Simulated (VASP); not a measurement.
Here is a VASP 6.6.1 calculation.

File INCAR:

```
PREC = Accurate
ENCUT = 400
EDIFF = 1E-6
ISMEAR = -1
SIGMA = 0.1
LREAL = False
LASPH = True
NELM = 120
ALGO = Normal
ISIF = 2
LWAVE = False
LCHARG = True
LDIPOL = True
IDIPOL = 3
DIPOL = 0.5 0.5 0.500
GGA = PS
LELF = True
LVHAR = True
LVACPOTAV = True
EFIELD = -0.1
NBANDS = 17
GGA_COMPAT = False
NELMDL = -8
```

KPOINTS

```
regular mesh
0
Gamma
  4 4 1
```

POSCAR

```
Sr
1.0
    4.2175437164      0.0000000000      0.0000000000
   -1.4058479055      3.9763383491      0.0000000000
    0.0000000000      0.0000000000     19.4436100244
Sr
2
Direct
    0.0000000000      0.0000000000      0.4114462278
    0.5000000000      0.5000000000      0.5885537722
```

Potentials or basis: VASP PAW PBE potentials, release 64 (Sr_sv).

Command:

```bash
$ cat potpaw_PBE.64/Sr_sv/POTCAR > POTCAR
$ mpirun -np 1 vasp_std > vasp.out
```

(1) Estimate the largest force.

(2) Estimate the band gap on the k mesh.

## Answers

(1) 0.278 eV/Å.

(2) zero (band 10 reaches -1.06 eV, above the bottom of band 11 at -1.12 eV).

Caveat: the k points lie up to 0.40 Å⁻¹ apart; the PAW data sets were made with another functional, which shifts forces and pressure a little.
